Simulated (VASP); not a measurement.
# Ag (Fm-3m) in VASP: notebook

Ag is run at these levels: LDA, rpbe exchange, lyp correlation, r2SCAN0; tasks: single point, relaxation of cell and atoms.

Everything below comes from runs of VASP 6.6.1. Logs are shortened: lines on timing, memory, paths and dates and some standing lists are left out, and cuts for length are marked.

### 1 The cell of the first run

It takes space group Fm-3m (No. 225, cubic). The conventional cell has a = 4.280 Å, b = 4.280 Å, c = 4.280 Å, α = 90.00°, β = 90.00°, γ = 90.00°. Within 4.0 Å of Ag (site symmetry m-3m) lie 12 Ag at 3.03 Å.

### 2 Single point, LDA (19.61 Å³/atom)

Contents of INCAR:

```
ALGO = Normal
EDIFF = 1E-6
ENCUT = 500
GGA_COMPAT = F
ISIF = 2
ISMEAR = 0
LASPH = T
LCHARG = F
LREAL = F
LWAVE = F
NBANDS = 12
NELM = 120
PREC = Accurate
SIGMA = 0.05
```

Contents of KPOINTS:

```
k-points
0
Gamma
  11 11 11
```

Contents of POSCAR:

```
Ag
1.0
    0.0000000000      2.1401678350      2.1401678350
    2.1401678350      0.0000000000      2.1401678350
    2.1401678350      2.1401678350      0.0000000000
Ag
1
Direct
    0.0000000000      0.0000000000      0.0000000000
```

Potentials or basis: VASP PAW LDA potentials, release 64 (Ag).

The run is started by

```console
$ cat potpaw_LDA.64/Ag/POTCAR > POTCAR
$ mpirun -np 1 vasp_std > vasp.out
```

OUTCAR:

```text
EDIFF = 1E-6
   ENCUT = 500
   ISIF = 2
   ISMEAR = 0
   LASPH = T
   LREAL = F
   NELM = 120
   PREC = Accurate

 ion  position               nearest neighbor table
   1  0.000  0.000  0.000-

  LATTYP: Found a face centered cubic cell.
 ALAT       =     4.2803356700

  Lattice vectors:

 A1 = (   0.0000000000,   2.1401678350,   2.1401678350)
 A2 = (   2.1401678350,   0.0000000000,   2.1401678350)
 A3 = (   2.1401678350,   2.1401678350,   0.0000000000)

Analysis of symmetry for initial positions (statically):
=====================================================================
 Subroutine PRICEL returns:
 Original cell was already a primitive cell.

 Routine SETGRP: Setting up the symmetry group for a
 face centered cubic supercell.

 Subroutine GETGRP returns: Found 48 space group operations
 (whereof 48 operations were pure point group operations)
 out of a pool of 48 trial point group operations.

The static configuration has the point symmetry O_h .

Analysis of symmetry for dynamics (positions and initial velocities):
=====================================================================
 Subroutine PRICEL returns:
 Original cell was already a primitive cell.

 Routine SETGRP: Setting up the symmetry group for a
 face centered cubic supercell.

 Subroutine GETGRP returns: Found 48 space group operations
 (whereof 48 operations were pure point group operations)
 out of a pool of 48 trial point group operations.

The dynamic configuration has the point symmetry O_h .

 Subroutine INISYM returns: Found 48 space group operations
 (whereof 48 operations are pure point group operations),
 and found     1 'primitive' translations

----------------------------------------------------------------------------------------

                                     Primitive cell

  volume of cell :      19.6053

  direct lattice vectors                    reciprocal lattice vectors
     0.000000000  2.140167835  2.140167835    -0.233626537  0.233626537  0.233626537
     2.140167835  0.000000000  2.140167835     0.233626537 -0.233626537  0.233626537
     2.140167835  2.140167835  0.000000000     0.233626537  0.233626537 -0.233626537

  length of vectors
     3.026654378  3.026654378  3.026654378     0.404653032  0.404653032  0.404653032

  position of ions in fractional coordinates (direct lattice)
     0.000000000  0.000000000  0.000000000

  ion indices of the primitive-cell ions
   primitive index   ion index
                 1           1

----------------------------------------------------------------------------------------

 KPOINTS: k-points

Automatic generation of k-mesh.
 Grid dimensions read from file:
 generate k-points for:   11   11   11

 Generating k-lattice:

  Cartesian coordinates                     Fractional coordinates (reciprocal lattice)
    -0.021238776  0.021238776  0.021238776     0.090909091  0.000000000  0.000000000
     0.021238776 -0.021238776  0.021238776     0.000000000  0.090909091  0.000000000
     0.021238776  0.021238776 -0.021238776     0.000000000  0.000000000  0.090909091

  Length of vectors
     0.036786639  0.036786639  0.036786639

  Shift w.r.t. Gamma in fractional coordinates (k-lattice)
     0.000000000  0.000000000  0.000000000

 Subroutine IBZKPT returns following result:
 ===========================================

 Found     56 irreducible k-points:

 Following reciprocal coordinates:
            Coordinates               Weight
  0.000000  0.000000  0.000000      1.000000
  0.090909  0.000000  0.000000      8.000000
  0.181818  0.000000  0.000000      8.000000
  0.272727  0.000000  0.000000      8.000000
  0.363636  0.000000  0.000000      8.000000
  0.454545  0.000000  0.000000      8.000000
[... 16 lines left out ...]
 -0.272727  0.181818  0.000000     24.000000
 -0.181818  0.181818  0.000000     12.000000
 [... further k-points ...]
   k-points           NKPTS =     56   k-points in BZ     NKDIM =     56   number of bands    NBANDS=     12
   number of dos      NEDOS =    301   number of ions     NIONS =      1
   total plane-waves  NPLWV =  13824
   dimension x,y,z NGX =    24 NGY =   24 NGZ =   24
   dimension x,y,z NGXF=    48 NGYF=   48 NGZF=   48
   ions per type =               1
   NGX,Y,Z   is equivalent  to a cutoff of  13.18, 13.18, 13.18 a.u.
   NGXF,Y,Z  is equivalent  to a cutoff of  26.37, 26.37, 26.37 a.u.
 SYSTEM =  unknown system
   PREC   = accura    normal or accurate (medium, high low for compatibility)
   ISTART =      0    job   : 0-new  1-cont  2-samecut
   ICHARG =      2    charge: 1-file 2-atom 10-const
   ISPIN  =      1    spin polarized calculation?
   LNONCOLLINEAR =      F non collinear calculations
   LSORBIT =      F    spin-orbit coupling
   LASPH  =      T    aspherical Exc in radial PAW
   ENCUT  =  500.0 eV  36.75 Ry    6.06 a.u.   5.52  5.52  5.52*2*pi/ulx,y,z
   NELM   =    120;   NELMIN=  2; NELMDL= -5     # of ELM steps
   EDIFF  = 0.1E-05   stopping-criterion for ELM
   LREAL  =      F    real-space projection
   EDIFFG = 0.1E-04   stopping-criterion for IOM
   NSW    =      0    number of steps for IOM
   IBRION =     -1    ionic relax: 0-MD 1-quasi-New 2-CG
   NFREE  =      0    steps in history (QN), initial steepest desc. (CG)
   ISIF   =      2    stress and relaxation
   ISYM   =      2    0-nonsym 1-usesym 2-fastsym
   POTIM  = 0.5000    time-step for ionic-motion
   TEBEG  =    0.0;   TEEND  =   0.0 temperature during run
   PSTRESS=    0.0 pullay stress
   NELECT =      11.0000    total number of electrons
   NUPDOWN=      -1.0000    fix difference up-down
   EMIN   =  10.00;   EMAX   =-10.00  energy-range for DOS
   EFERMI =   0.00;   METHOD = LEGACY
   ISMEAR =     0;   SIGMA  =   0.05  broadening in eV -4-tet -1-fermi 0-gaus
   EFERMI_NEDOS =   21; number of points for ismear=-14 and -15
   IALGO  =     38    algorithm
   IMIX   =      4    mixing-type and parameters
     AMIX     =   0.40;   BMIX     =  1.00
     AMIX_MAG =   1.60;   BMIX_MAG =  1.00
  volume/ion in A,a.u.               =      19.61       132.30
  Fermi-wavevector in a.u.,A,eV,Ry     =   1.350251  2.551605 24.805846  1.823178
  Thomas-Fermi vector in A             =   2.477771
   LORBIT       =      0    0 simple, 1 ext, 2 COOP (PROOUT), +10 PAW based schemes
   GGA     = CA    functional components
   LHFCALC =     F    Hartree Fock is set to
   AEXX    =    0.0000 exact exchange contribution
   IVDW    =     0    specifies the selected vdW correction
   LEPSILON=     F    determine dielectric tensor
   LRPA    =     F    only Hartree local field effects (RPA)
 non-spin polarized calculation
 Gauss-broadening in eV      SIGMA  =   0.05
  energy-cutoff  :      500.00
  volume of cell :       19.61
 maximum number of plane-waves:       531
 NGX is ok and might be reduce to    24
   NGX = 11   NGY = 11   NGZ = 11

 number of electron      10.9999998 magnetization

 Free energy of the ion-electron system (eV)
  ---------------------------------------------------
  ext. energy  EPLUGINS =         0.00000000
  ---------------------------------------------------
  free energy    TOTEN  =        -3.56466777 eV

  energy without entropy =       -3.56376401  energy(sigma->0) =       -3.56421589

 E-fermi :   6.6240     XC(G=0): -11.7807

 val. band max:        6.5287379204   @ k =  -0.2727   0.2727   0.0000
 cond. band min:       6.6408459692   @ k =   0.4545   0.3636   0.0000
 fundamental gap:      0.1121080488
 Fermi energy:         6.6240357918

 k-point     1 :       0.0000    0.0000    0.0000
  band No.  band energies     occupation
      1      -0.5274      2.00000
      2       2.0147      2.00000
      3       2.0147      2.00000
      4       2.0147      2.00000
      5       2.8364      2.00000
      6       2.8364      2.00000
      7      21.9983      0.00000
      8      24.6591      0.00000
      9      24.6591      0.00000
     10      24.6591      0.00000
     11      29.3919      0.00000
     12      29.5914      0.00000

 k-point     2 :       0.0909    0.0000    0.0000
  band No.  band energies     occupation
      1      -0.2989      2.00000
      2       1.9742      2.00000
      3       2.0698      2.00000
      4       2.0698      2.00000
      5       2.8187      2.00000
      6       2.8187      2.00000
      7      21.7166      0.00000
      8      23.0593      0.00000
      9      24.6373      0.00000
     10      24.6373      0.00000
     11      28.6066      0.00000
     12      29.4789      0.00000

 k-point     3 :       0.1818    0.0000    0.0000
  band No.  band energies     occupation
      1       0.3007      2.00000
      2       1.9617      2.00000
      3       2.1690      2.00000
      4       2.1690      2.00000
      5       2.8290      2.00000
      6       2.8290      2.00000
      7      18.9441      0.00000
      8      22.6505      0.00000
      9      24.4688      0.00000
     10      24.4688      0.00000
     11      27.6478      0.00000
     12      28.7786      0.00000

 k-point     4 :       0.2727    0.0000    0.0000
  band No.  band energies     occupation
      1       0.7889      2.00000
      2       2.1650      2.00000
      3       2.1650      2.00000
      4       2.5074      2.00000
      5       2.9981      2.00000
      6       2.9981      2.00000
      7      15.5766      0.00000
      8      22.2766      0.00000
      9      23.9579      0.00000
     10      23.9579      0.00000
     11      27.8918      0.00000
     12      27.9027      0.00000

 k-point     5 :       0.3636    0.0000    0.0000
  band No.  band energies     occupation
      1       0.8125      2.00000
      2       2.0795      2.00000
      3       2.0795      2.00000
      4       3.2595      2.00000
      5       3.2595      2.00000
      6       3.9820      2.00000
      7      12.3837      0.00000
      8      21.6789      0.00000
      9      23.2160      0.00000
     10      23.2160      0.00000
     11      27.4489      0.00000
     12      27.4489      0.00000
[... 228 lines left out ...]
      1       1.1184      2.00000
      2       1.8017      2.00000
      3       2.3631      2.00000
      4       2.5950      2.00000
      5       3.4424      2.00000
      6       7.8472      0.00000
      7       9.5410      0.00000
      8      17.8353      0.00000
      9      20.4134      0.00000
     10      21.7129      0.00000
     11      29.5774      0.00000
     12      29.5895      0.00000

 k-point    22 :      -0.3636    0.1818    0.0000
  band No.  band energies     occupation
      1       1.2072      2.00000
      2       1.8382      2.00000
      3       2.3522      2.00000
      4       2.5769      2.00000
      5       3.2038      2.00000
      6       6.6581      0.33484
      7      11.1111      0.00000
      8      17.2042      0.00000
      9      21.6372      0.00000
     10      22.0127      0.00000
     11      28.7027      0.00000
     12      29.2696      0.00000

 k-point    23 :      -0.2727    0.1818    0.0000
  band No.  band energies     occupation
      1       1.3546      2.00000
      2       1.8895      2.00000
      3       2.2869      2.00000
      4       2.4119      2.00000
      5       2.8570      2.00000
      6       4.9653      2.00000
      7      14.0763      0.00000
      8      17.0668      0.00000
      9      22.7489      0.00000
     10      23.3919      0.00000
     11      27.2708      0.00000
     12      29.1566      0.00000

 k-point    24 :      -0.1818    0.1818    0.0000
  band No.  band energies     occupation
      1       1.2895      2.00000
      2       1.7122      2.00000
      3       2.2155      2.00000
      4       2.5064      2.00000
      5       2.5391      2.00000
      6       3.8128      2.00000
      7      17.1707      0.00000
      8      17.5294      0.00000
      9      23.9025      0.00000
     10      25.4651      0.00000
     11      25.7366      0.00000
     12      28.7230      0.00000

 [... further k-points ...]

------------------------ aborting loop because EDIFF is reached ----------------------------------------

  FORCE on cell =-STRESS in cart. coord.  units (eV):
  Direction    XX          YY          ZZ          XY          YZ          ZX
  --------------------------------------------------------------------------------------
  -------------------------------------------------------------------------------------
  Total       -1.9043029     -1.9043029     -1.9043029      0.0000000      0.0000000      0.0000000
  in kB     -155.6227653   -155.6227653   -155.6227653      0.0000000      0.0000000      0.0000000
  external PRESSURE =    -155.6227653 kB  Pullay stress =       0.0000000 kB

 VOLUME and BASIS-vectors are now :
 -----------------------------------------------------------------------------
  energy-cutoff  :      500.00
  volume of cell :       19.61
      direct lattice vectors                 reciprocal lattice vectors
     0.000000000  2.140167835  2.140167835    -0.233626537  0.233626537  0.233626537
     2.140167835  0.000000000  2.140167835     0.233626537 -0.233626537  0.233626537
     2.140167835  2.140167835  0.000000000     0.233626537  0.233626537 -0.233626537

 POSITION                                       TOTAL-FORCE (eV/Angst)
 -----------------------------------------------------------------------------------
      0.00000      0.00000      0.00000        -0.000000      0.000000      0.000000
 -----------------------------------------------------------------------------------
    total drift:                               -0.000000      0.000000     -0.000000

  FREE ENERGIE OF THE ION-ELECTRON SYSTEM (eV)
  ---------------------------------------------------
  free  energy   TOTEN  =        -3.5646677749 eV

  energy  without entropy=       -3.5637640076  energy(sigma->0) =       -3.56421589
```

Wall time 5.6 s (1 thread of Intel Xeon Platinum 8375C at 2.90GHz (Ice Lake), shared host); peak memory 0.13 GiB.

Results:

```
Free energy            : -3.5647 eV
Pressure               : -15.6 GPa
Band gap on the k mesh : zero (an odd number of electrons rules out a gap without spin polarisation)
```

Caveat: the cell stands under tension.

[end of part 1 of 2]
